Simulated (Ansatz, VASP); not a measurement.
## SrO in VASP and in Ansatz

The input INCAR:

```
PREC = Accurate
ENCUT = 520
EDIFF = 1E-8
ISMEAR = 0
SIGMA = 0.01
LREAL = Auto
LASPH = T
NELM = 100
ALGO = Normal
ISIF = 2
LWAVE = F
LCHARG = F
GGA = PE
LEFG = T
NBANDS = 78
```

Contents of KPOINTS:

```
Automatic mesh
0
Gamma
  3 3 3
```

Contents of POSCAR:

```
SrO
1.0
    0.0000000000      5.1326000000      5.1326000000
    5.1326000000      0.0000000000      5.1326000000
    5.1326000000      5.1326000000      0.0000000000
Sr O
8 8
Direct
    0.2500000000      0.2500000000      0.2500000000
    0.2500000000      0.2500000000      0.7500000000
    0.2500000000      0.7500000000      0.2500000000
    0.2500000000      0.7500000000      0.7500000000
    0.7500000000      0.2500000000      0.2500000000
    0.7500000000      0.2500000000      0.7500000000
    0.7500000000      0.7500000000      0.2500000000
    0.7500000000      0.7500000000      0.7500000000
    0.0000000000      0.0000000000      0.0000000000
    0.0000000000      0.0000000000      0.5000000000
    0.0000000000      0.5000000000      0.0000000000
    0.0000000000      0.5000000000      0.5000000000
    0.5000000000      0.0000000000      0.0000000000
    0.5000000000      0.0000000000      0.5000000000
    0.5000000000      0.5000000000      0.0000000000
    0.5000000000      0.5000000000      0.5000000000
```

Input for Ansatz:

```yaml
crystal:
  lattice:
    - [0.0, 5.1326, 5.1326]
    - [5.1326, 0.0, 5.1326]
    - [5.1326, 5.1326, 0.0]
  atoms:
    - { symbol: Sr, position: [0.25, 0.25, 0.25] }
    - { symbol: Sr, position: [0.25, 0.25, 0.75] }
    - { symbol: Sr, position: [0.25, 0.75, 0.25] }
    - { symbol: Sr, position: [0.25, 0.75, 0.75] }
    - { symbol: Sr, position: [0.75, 0.25, 0.25] }
    - { symbol: Sr, position: [0.75, 0.25, 0.75] }
    - { symbol: Sr, position: [0.75, 0.75, 0.25] }
    - { symbol: Sr, position: [0.75, 0.75, 0.75] }
    - { symbol: O, position: [0.0, 0.0, 0.0] }
    - { symbol: O, position: [0.0, 0.0, 0.5] }
    - { symbol: O, position: [0.0, 0.5, 0.0] }
    - { symbol: O, position: [0.0, 0.5, 0.5] }
    - { symbol: O, position: [0.5, 0.0, 0.0] }
    - { symbol: O, position: [0.5, 0.0, 0.5] }
    - { symbol: O, position: [0.5, 0.5, 0.0] }
    - { symbol: O, position: [0.5, 0.5, 0.5] }
kpoints:
  mp_grid: { grid: [3, 3, 3] }
scf:
  occupations: { method: fixed }
hamiltonian:
  xc: pbe
  pseudopotentials: { kind: paw }
output:
  forces: true
  efg:
    quadrupole_moments_barn: { Sr: 0.305, O: -0.02558 }
    contact_densities: true
  core_levels:
    shells: { Sr: "3d", O: "1s" }
    counted_from: valence_top
    eps_inf: [3.792, 3.792, 3.792]
```

Alike in both runs: task electric field gradients; functional PBE; k mesh 3 × 3 × 3; no spin polarisation.

|  | VASP | Ansatz |
| --- | --- | --- |
| version | VASP 6.6.1 | Ansatz 0.2.0 |
| potentials or method | VASP PAW PBE potentials, release 64 (Sr_sv, O) | plane-wave PAW, scalar-relativistic |
| plane-wave cutoff (eV) | 520 | 420 |
| occupations | gaussian, width 0.01 eV | fixed |
| valence electrons in the cell | 128 | 128 |

VASP gave:

```
gap on the k mesh at the Fermi level (eV) : 3.26
```

Question: Which values does Ansatz return?

Answer: gap on the k mesh at the Fermi level (eV): 3.31.
